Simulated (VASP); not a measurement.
# Mn3Si (Fm-3m) in VASP: a series of runs

Mn3Si is run at these levels: LDA; tasks: single point.

All numbers are computed with VASP 6.6.1; they aren't measurements. Logs are shortened: lines on timing, memory, paths and dates and some standing lists are left out, and cuts for length are marked.

### 1 The cell of the first run

Symmetry: Fm-3m, No. 225, cubic system. Conventional cell: a = 5.722 Å, b = 5.722 Å, c = 5.722 Å, α = 90.00°, β = 90.00°, γ = 90.00°. Mn (site symmetry m-3m) has 8 Mn at 2.48 Å and 6 Si at 2.86 Å within 3.3 Å. Mn (site symmetry -43m) has 10 Mn at 2.48 to 2.86 Å and 4 Si at 2.48 Å within 3.3 Å. Within 3.3 Å of Si (site symmetry m-3m) lie 14 Mn at 2.48 to 2.86 Å.

### 2 Single point, LDA, collinear spin, zero start

Contents of INCAR:

```
SYSTEM = Mn3Si
ALGO = Normal
EDIFF = 1E-7
ENCUT = 520
GGA = CA
ISIF = 2
ISMEAR = -1
ISPIN = 2
LASPH = .TRUE.
LCHARG = .FALSE.
LMAXMIX = 4
LORBIT = 11
LREAL = .FALSE.
LWAVE = .FALSE.
MAGMOM = 0 0 0 0
NBANDS = 34
NELM = 150
NUPDOWN = 0.0
PREC = Accurate
SIGMA = 0.05
```

Contents of KPOINTS:

```
k-points
0
G
  10 10 10
  0 0 0
```

Contents of POSCAR:

```
Mn3Si
1.0
    0.0000000000      2.8610000000      2.8610000000
    2.8610000000      0.0000000000      2.8610000000
    2.8610000000      2.8610000000      0.0000000000
Mn Si
3 1
Direct
    0.5000000000      0.5000000000      0.5000000000
    0.2500000000      0.2500000000      0.2500000000
    0.7500000000      0.7500000000      0.7500000000
    0.0000000000      0.0000000000      0.0000000000
```

Potentials or basis: VASP PAW LDA potentials, release 64 (Mn_pv, Si).

The run is started by

```
cat potpaw_LDA.64/Mn_pv/POTCAR potpaw_LDA.64/Si/POTCAR > POTCAR
mpirun -np 1 vasp_std > vasp.out
```

OUTCAR:

```text
SYSTEM = Mn3Si
   EDIFF = 1E-7
   ENCUT = 520
   GGA = CA
   ISIF = 2
   ISMEAR = -1
   ISPIN = 2
   LASPH = .TRUE.
   LORBIT = 11
   LREAL = .FALSE.
   NELM = 150
   NUPDOWN = 0.0
   PREC = Accurate

 ion  position               nearest neighbor table
   1  0.500  0.500  0.500-   2 2.48   2 2.48   2 2.48   3 2.48   3 2.48   3 2.48   3 2.48   2 2.48
                             4 2.86   4 2.86   4 2.86   4 2.86   4 2.86   4 2.86
   2  0.250  0.250  0.250-   4 2.48   4 2.48   4 2.48   1 2.48   1 2.48   1 2.48   4 2.48   1 2.48
                             3 2.86   3 2.86   3 2.86   3 2.86   3 2.86   3 2.86
   3  0.750  0.750  0.750-   1 2.48   1 2.48   1 2.48   4 2.48   4 2.48   4 2.48   4 2.48   1 2.48
                             2 2.86   2 2.86   2 2.86   2 2.86   2 2.86   2 2.86
   4  0.000  0.000  0.000-   3 2.48   3 2.48   3 2.48   2 2.48   2 2.48   2 2.48   3 2.48   2 2.48
                             1 2.86   1 2.86   1 2.86   1 2.86   1 2.86   1 2.86

  LATTYP: Found a face centered cubic cell.
 ALAT       =     5.7220000000

  Lattice vectors:

 A1 = (   0.0000000000,   2.8610000000,   2.8610000000)
 A2 = (   2.8610000000,   0.0000000000,   2.8610000000)
 A3 = (   2.8610000000,   2.8610000000,   0.0000000000)

Analysis of symmetry for initial positions (statically):
=====================================================================
 Subroutine PRICEL returns:
 Original cell was already a primitive cell.

 Routine SETGRP: Setting up the symmetry group for a
 face centered cubic supercell.

 Subroutine GETGRP returns: Found 48 space group operations
 (whereof 48 operations were pure point group operations)
 out of a pool of 48 trial point group operations.

The static configuration has the point symmetry O_h .

Analysis of symmetry for dynamics (positions and initial velocities):
=====================================================================
 Subroutine PRICEL returns:
 Original cell was already a primitive cell.

 Routine SETGRP: Setting up the symmetry group for a
 face centered cubic supercell.

 Subroutine GETGRP returns: Found 48 space group operations
 (whereof 48 operations were pure point group operations)
 out of a pool of 48 trial point group operations.

The dynamic configuration has the point symmetry O_h .

Analysis of structural, dynamic, and magnetic symmetry:
=====================================================================
 Subroutine PRICEL returns:
 Original cell was already a primitive cell.

 Routine SETGRP: Setting up the symmetry group for a
 face centered cubic supercell.

 Subroutine GETGRP returns: Found 48 space group operations
 (whereof 48 operations were pure point group operations)
 out of a pool of 48 trial point group operations.

The overall configuration has the point symmetry O_h .

 Subroutine INISYM returns: Found 48 space group operations
 (whereof 48 operations are pure point group operations),
 and found     1 'primitive' translations

----------------------------------------------------------------------------------------

                                     Primitive cell

  volume of cell :      46.8364

  direct lattice vectors                    reciprocal lattice vectors
     0.000000000  2.861000000  2.861000000    -0.174764069  0.174764069  0.174764069
     2.861000000  0.000000000  2.861000000     0.174764069 -0.174764069  0.174764069
     2.861000000  2.861000000  0.000000000     0.174764069  0.174764069 -0.174764069

  length of vectors
     4.046065002  4.046065002  4.046065002     0.302700246  0.302700246  0.302700246

  position of ions in fractional coordinates (direct lattice)
     0.500000000  0.500000000  0.500000000
     0.250000000  0.250000000  0.250000000
     0.750000000  0.750000000  0.750000000
     0.000000000  0.000000000  0.000000000

  ion indices of the primitive-cell ions
   primitive index   ion index
                 1           1
                 2           2
                 3           3
                 4           4

[... 24 lines left out ...]
 Found     47 irreducible k-points:

 Following reciprocal coordinates:
            Coordinates               Weight
  0.000000  0.000000  0.000000      1.000000
  0.100000  0.000000  0.000000      8.000000
  0.200000  0.000000  0.000000      8.000000
  0.300000  0.000000  0.000000      8.000000
  0.400000  0.000000  0.000000      8.000000
  0.500000  0.000000  0.000000      4.000000
[... 16 lines left out ...]
  0.300000  0.300000  0.000000      6.000000
  0.400000  0.300000  0.000000     24.000000
 [... further k-points ...]
   k-points           NKPTS =     47   k-points in BZ     NKDIM =     47   number of bands    NBANDS=     34
   number of dos      NEDOS =    301   number of ions     NIONS =      4
   total plane-waves  NPLWV =  27000
   dimension x,y,z NGX =    30 NGY =   30 NGZ =   30
   dimension x,y,z NGXF=    60 NGYF=   60 NGZF=   60
   ions per type =               3   1
   NGX,Y,Z   is equivalent  to a cutoff of  12.33, 12.33, 12.33 a.u.
   NGXF,Y,Z  is equivalent  to a cutoff of  24.65, 24.65, 24.65 a.u.
 SYSTEM =  Mn3Si
   PREC   = accura    normal or accurate (medium, high low for compatibility)
   ISTART =      0    job   : 0-new  1-cont  2-samecut
   ICHARG =      2    charge: 1-file 2-atom 10-const
   ISPIN  =      2    spin polarized calculation?
   LNONCOLLINEAR =      F non collinear calculations
   LSORBIT =      F    spin-orbit coupling
   LASPH  =      T    aspherical Exc in radial PAW
   ENCUT  =  520.0 eV  38.22 Ry    6.18 a.u.   7.52  7.52  7.52*2*pi/ulx,y,z
   NELM   =    150;   NELMIN=  2; NELMDL= -5     # of ELM steps
   EDIFF  = 0.1E-06   stopping-criterion for ELM
   LREAL  =      F    real-space projection
   EDIFFG = 0.1E-05   stopping-criterion for IOM
   NSW    =      0    number of steps for IOM
   IBRION =     -1    ionic relax: 0-MD 1-quasi-New 2-CG
   NFREE  =      0    steps in history (QN), initial steepest desc. (CG)
   ISIF   =      2    stress and relaxation
   ISYM   =      2    0-nonsym 1-usesym 2-fastsym
   POTIM  = 0.5000    time-step for ionic-motion
   TEBEG  =    0.0;   TEEND  =   0.0 temperature during run
   PSTRESS=    0.0 pullay stress
   NELECT =      43.0000    total number of electrons
   NUPDOWN=       0.0000    fix difference up-down
   EMIN   =  10.00;   EMAX   =-10.00  energy-range for DOS
   EFERMI =   0.00;   METHOD = LEGACY
   ISMEAR =    -1;   SIGMA  =   0.05  broadening in eV -4-tet -1-fermi 0-gaus
   EFERMI_NEDOS =   21; number of points for ismear=-14 and -15
   IALGO  =     38    algorithm
   IMIX   =      4    mixing-type and parameters
     AMIX     =   0.40;   BMIX     =  1.00
     AMIX_MAG =   1.60;   BMIX_MAG =  1.00
  volume/ion in A,a.u.               =      11.71        79.02
  Fermi-wavevector in a.u.,A,eV,Ry     =   1.591121  3.006782 34.445395  2.531665
  Thomas-Fermi vector in A             =   2.689710
   LORBIT       =     11    0 simple, 1 ext, 2 COOP (PROOUT), +10 PAW based schemes
   GGA     = CA    functional components
   LHFCALC =     F    Hartree Fock is set to
   AEXX    =    0.0000 exact exchange contribution
   IVDW    =     0    specifies the selected vdW correction
   LEPSILON=     F    determine dielectric tensor
   LRPA    =     F    only Hartree local field effects (RPA)
 spin polarized calculation
  energy-cutoff  :      520.00
  volume of cell :       46.84
 maximum number of plane-waves:      1295
   NGX = 15   NGY = 15   NGZ = 15

 number of electron      43.0000044 magnetization      -0.0000000

 number of electron      43.0000044 magnetization       0.0000000

 Free energy of the ion-electron system (eV)
  ---------------------------------------------------
  ext. energy  EPLUGINS =         0.00000000
  ---------------------------------------------------
  free energy    TOTEN  =       -36.97119245 eV

  energy without entropy =      -36.90962630  energy(sigma->0) =      -36.94040938

 E-fermi :  10.1347     XC(G=0): -13.4091

 val. band max:       10.1318521548   @ k =  -0.3000   0.4000   0.1000
 cond. band min:      10.1358602448   @ k =   0.2000   0.1000   0.0000
 fundamental gap:      0.0040080900
 Fermi energy:        10.1347319134

 spin component 1

 k-point     1 :       0.0000    0.0000    0.0000
  band No.  band energies     occupation
      1     -37.8055      1.00000
      2     -37.8055      1.00000
      3     -37.8055      1.00000
      4     -37.3002      1.00000
      5     -37.3002      1.00000
      6     -37.3002      1.00000
[... 853 lines left out ...]
     32      18.9344      0.00000
     33      20.6444      0.00000

 [... further k-points ...]

 spin component 2

 k-point     1 :       0.0000    0.0000    0.0000
  band No.  band energies     occupation
      1     -37.8055      1.00000
      2     -37.8055      1.00000
      3     -37.8055      1.00000
      4     -37.3002      1.00000
      5     -37.3002      1.00000
      6     -37.3002      1.00000
[... 853 lines left out ...]
     32      18.9344      0.00000
     33      20.6444      0.00000

 [... further k-points ...]

 [bands above 33 left out]

------------------------ aborting loop because EDIFF is reached ----------------------------------------

  FORCE on cell =-STRESS in cart. coord.  units (eV):
  Direction    XX          YY          ZZ          XY          YZ          ZX
  --------------------------------------------------------------------------------------
  -------------------------------------------------------------------------------------
  Total       -8.8904023     -8.8904023     -8.8904023      0.0000000     -0.0000000      0.0000000
  in kB     -304.1224133   -304.1224133   -304.1224133      0.0000000     -0.0000000      0.0000000
  external PRESSURE =    -304.1224133 kB  Pullay stress =       0.0000000 kB

 VOLUME and BASIS-vectors are now :
 -----------------------------------------------------------------------------
  energy-cutoff  :      520.00
  volume of cell :       46.84
      direct lattice vectors                 reciprocal lattice vectors
     0.000000000  2.861000000  2.861000000    -0.174764069  0.174764069  0.174764069
     2.861000000  0.000000000  2.861000000     0.174764069 -0.174764069  0.174764069
     2.861000000  2.861000000  0.000000000     0.174764069  0.174764069 -0.174764069

 POSITION                                       TOTAL-FORCE (eV/Angst)
 -----------------------------------------------------------------------------------
      2.86100      2.86100      2.86100         0.000000     -0.000000      0.000000
      1.43050      1.43050      1.43050         0.000000      0.000000      0.000000
      4.29150      4.29150      4.29150        -0.000000     -0.000000     -0.000000
      0.00000      0.00000      0.00000         0.000000     -0.000000      0.000000
 -----------------------------------------------------------------------------------
    total drift:                                0.000000     -0.000000      0.000000

  FREE ENERGIE OF THE ION-ELECTRON SYSTEM (eV)
  ---------------------------------------------------
  free  energy   TOTEN  =       -36.9711924515 eV

  energy  without entropy=      -36.9096263027  energy(sigma->0) =      -36.94040938

 total charge

# of ion       s       p       d       tot
------------------------------------------
    1        0.375   6.347   5.107  11.829
    2        0.335   6.339   5.243  11.917
    3        0.335   6.339   5.243  11.917
    4        0.722   0.875   0.000   1.597
--------------------------------------------------
tot          1.766  19.901  15.592  37.260

 magnetization (x)

# of ion       s       p       d       tot
------------------------------------------
    1       -0.000  -0.000  -0.000  -0.000
    2        0.000   0.000   0.000   0.000
    3        0.000   0.000   0.000   0.000
    4       -0.000  -0.000   0.000  -0.000
--------------------------------------------------
tot         -0.000  -0.000   0.000  -0.000
```

It took 83 s on 1 thread of Intel Xeon Platinum 8559C (Emerald Rapids), shared host; peak memory 0.22 GiB.

Results:

| Item | Value |
| --- | --- |
| Free energy | -36.9712 eV |
| Pressure | -30.4 GPa |
| Net moment | 0.00 μB per cell |
| Valence electrons inside the program's atomic spheres | Mn 11.83, 11.92 (each value once); Si 1.60 |

Caveat: the cell stands under tension; the total moment is fixed, so each spin has its own Fermi level.

(Part 1 of 2 ends here.)
